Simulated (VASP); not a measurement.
# TcAu (Pm-3m) in VASP: a series of runs, part 2 of 2

VASP 6.6.1.

## (4) Single point, LDA

INCAR

```
  PREC = Accurate
  ENCUT = 520
  EDIFF = 1E-7
  ISMEAR = 0
  SIGMA = 0.05
  LREAL = F
  LASPH = T
  NELM = 60
  ALGO = Normal
  ISIF = 2
  LWAVE = F
  LCHARG = T
  GGA = CA
  LELF = T
  LVHAR = T
  NBANDS = 19
```

KPOINTS

```
Automatic mesh
0
Gamma
  7 7 7
```

POSCAR

```
TcAu
1.0
    3.1190223518      0.0000000000      0.0000000000
    0.0000000000      3.1190223518      0.0000000000
    0.0000000000      0.0000000000      3.1190223518
Au Tc
1 1
Direct
    0.0000000000      0.0000000000      0.0000000000
    0.5000000000      0.5000000000      0.5000000000
```

Potentials or basis: VASP PAW LDA potentials, release 64 (Au, Tc_pv).

Started as:

```bash
$ cat potpaw_LDA.64/Au/POTCAR potpaw_LDA.64/Tc_pv/POTCAR > POTCAR
$ mpirun -np 1 vasp_std > vasp.out
```

OUTCAR:

```text
PREC = Accurate
   ENCUT = 520
   EDIFF = 1E-7
   ISMEAR = 0
   LREAL = F
   LASPH = T
   NELM = 60
   ISIF = 2
   GGA = CA

 ion  position               nearest neighbor table
   1  0.000  0.000  0.000-   2 2.70   2 2.70   2 2.70   2 2.70   2 2.70   2 2.70   2 2.70   2 2.70

   2  0.500  0.500  0.500-   1 2.70   1 2.70   1 2.70   1 2.70   1 2.70   1 2.70   1 2.70   1 2.70

  LATTYP: Found a simple cubic cell.
 ALAT       =     3.1190223518

  Lattice vectors:

 A1 = (   3.1190223518,   0.0000000000,   0.0000000000)
 A2 = (   0.0000000000,   3.1190223518,   0.0000000000)
 A3 = (   0.0000000000,   0.0000000000,   3.1190223518)

Analysis of symmetry for initial positions (statically):
=====================================================================
 Subroutine PRICEL returns:
 Original cell was already a primitive cell.

 Routine SETGRP: Setting up the symmetry group for a
 simple cubic supercell.

 Subroutine GETGRP returns: Found 48 space group operations
 (whereof 48 operations were pure point group operations)
 out of a pool of 48 trial point group operations.

The static configuration has the point symmetry O_h .

Analysis of symmetry for dynamics (positions and initial velocities):
=====================================================================
 Subroutine PRICEL returns:
 Original cell was already a primitive cell.

 Routine SETGRP: Setting up the symmetry group for a
 simple cubic supercell.

 Subroutine GETGRP returns: Found 48 space group operations
 (whereof 48 operations were pure point group operations)
 out of a pool of 48 trial point group operations.

The dynamic configuration has the point symmetry O_h .

 Subroutine INISYM returns: Found 48 space group operations
 (whereof 48 operations are pure point group operations),
 and found     1 'primitive' translations

[... 103 lines left out ...]
   EFERMI =   0.00;   METHOD = LEGACY
   ISMEAR =     0;   SIGMA  =   0.05  broadening in eV -4-tet -1-fermi 0-gaus
   EFERMI_NEDOS =   21; number of points for ismear=-14 and -15
   IALGO  =     38    algorithm
   IMIX   =      4    mixing-type and parameters
     AMIX     =   0.40;   BMIX     =  1.00
     AMIX_MAG =   1.60;   BMIX_MAG =  1.00
  volume/ion in A,a.u.               =      15.17       102.38
  Fermi-wavevector in a.u.,A,eV,Ry     =   1.514003  2.861051 31.187347  2.292205
  Thomas-Fermi vector in A             =   2.623719
   LORBIT       =      0    0 simple, 1 ext, 2 COOP (PROOUT), +10 PAW based schemes
   GGA     = CA    functional components
   LHFCALC =     F    Hartree Fock is set to
   AEXX    =    0.0000 exact exchange contribution
   IVDW    =     0    specifies the selected vdW correction
   LEPSILON=     F    determine dielectric tensor
   LRPA    =     F    only Hartree local field effects (RPA)
 non-spin polarized calculation
 Gauss-broadening in eV      SIGMA  =   0.05
  energy-cutoff  :      520.00
  volume of cell :       30.34
 maximum number of plane-waves:       829
 NGX is ok and might be reduce to    24
   NGX = 11   NGY = 11   NGZ = 11

 number of electron      23.9999991 magnetization

 Free energy of the ion-electron system (eV)
  ---------------------------------------------------
  ext. energy  EPLUGINS =         0.00000000
  ---------------------------------------------------
  free energy    TOTEN  =       -14.99030560 eV

  energy without entropy =      -14.98539879  energy(sigma->0) =      -14.98785219

 E-fermi :  11.4634     XC(G=0): -13.6887

 val. band max:       11.4429811223   @ k =   0.4286   0.4286   0.0000
 cond. band min:      11.4845922448   @ k =   0.4286   0.2857   0.2857
 fundamental gap:      0.0416111226
 Fermi energy:        11.4633916497

 k-point     1 :       0.0000    0.0000    0.0000
  band No.  band energies     occupation
      1     -27.1299      2.00000
      2     -27.1299      2.00000
      3     -27.1299      2.00000
      4       2.0994      2.00000
      5       4.4062      2.00000
      6       4.4062      2.00000
[... 417 lines left out ...]
      6       5.6600      2.00000
[... 11 lines left out ...]
     18      21.3208      0.00000
     19      22.4683      0.00000

------------------------ aborting loop because EDIFF is reached ----------------------------------------

  FORCE on cell =-STRESS in cart. coord.  units (eV):
  Direction    XX          YY          ZZ          XY          YZ          ZX
  --------------------------------------------------------------------------------------
  -------------------------------------------------------------------------------------
  Total        0.0456329      0.0456329      0.0456329      0.0000000      0.0000000     -0.0000000
  in kB        2.4095356      2.4095356      2.4095356      0.0000000      0.0000000     -0.0000000
  external PRESSURE =       2.4095356 kB  Pullay stress =       0.0000000 kB

 VOLUME and BASIS-vectors are now :
 -----------------------------------------------------------------------------
  energy-cutoff  :      520.00
  volume of cell :       30.34
      direct lattice vectors                 reciprocal lattice vectors
     3.119022352  0.000000000  0.000000000     0.320613284  0.000000000  0.000000000
     0.000000000  3.119022352  0.000000000     0.000000000  0.320613284  0.000000000
     0.000000000  0.000000000  3.119022352     0.000000000  0.000000000  0.320613284

 POSITION                                       TOTAL-FORCE (eV/Angst)
 -----------------------------------------------------------------------------------
      0.00000      0.00000      0.00000         0.000000      0.000000      0.000000
      1.55951      1.55951      1.55951         0.000000      0.000000      0.000000
 -----------------------------------------------------------------------------------
    total drift:                                0.000000      0.000000     -0.000000

  FREE ENERGIE OF THE ION-ELECTRON SYSTEM (eV)
  ---------------------------------------------------
  free  energy   TOTEN  =       -14.9903055959 eV

  energy  without entropy=      -14.9853987910  energy(sigma->0) =      -14.98785219
```

stdout:

```text
POSCAR found type information on POSCAR AuTc
 POSCAR found :  2 types and       2 ions
 scaLAPACK will be used
 LDA part: xc-table for (Slater(with rela. corr.)+CA(PZ))
 , standard interpolation
 POSCAR, INCAR and KPOINTS ok, starting setup
 FFT: planning ... GRIDC
 FFT: planning ... GRID_SOFT
 FFT: planning ... GRID
 WAVECAR not read
 entering main loop
```

It took 14 s on 1 thread of Intel Xeon 8259CL, shared host; peak memory 0.13 GiB.

Results:

| Property | Result |
| --- | --- |
| Free energy | -14.9903 eV |
| Pressure | 0.2 GPa |
| Band gap on the k mesh | zero (band 12 reaches 12.86 eV, above the bottom of band 13 at 10.25 eV) |

Caveat: spin-orbit coupling is left out, which moves the levels of the heavy elements.

## (5) Overview

| task | cell | k mesh | cutoff (eV) | gap on the mesh (eV) | pressure (GPa) |
| --- | --- | --- | --- | --- | --- |
| single point | as given | 8 × 8 × 8 | 520 | none | 0.3 |
| relaxation of cell and atoms | relaxed | 7 × 7 × 7 | 600 | none | 0.0 |
| single point | as given | 7 × 7 × 7 | 520 | none | 0.2 |

Alike in all rows: level LDA; potentials or basis VASP PAW LDA potentials, release 64 (Au, Tc_pv); no spin polarisation; smearing gaussian 0.05 eV.

Caveats: spin-orbit coupling is left out, which moves the levels of the heavy elements.

Total energies depend on the potentials used, so only differences within one code and one set of settings carry meaning.
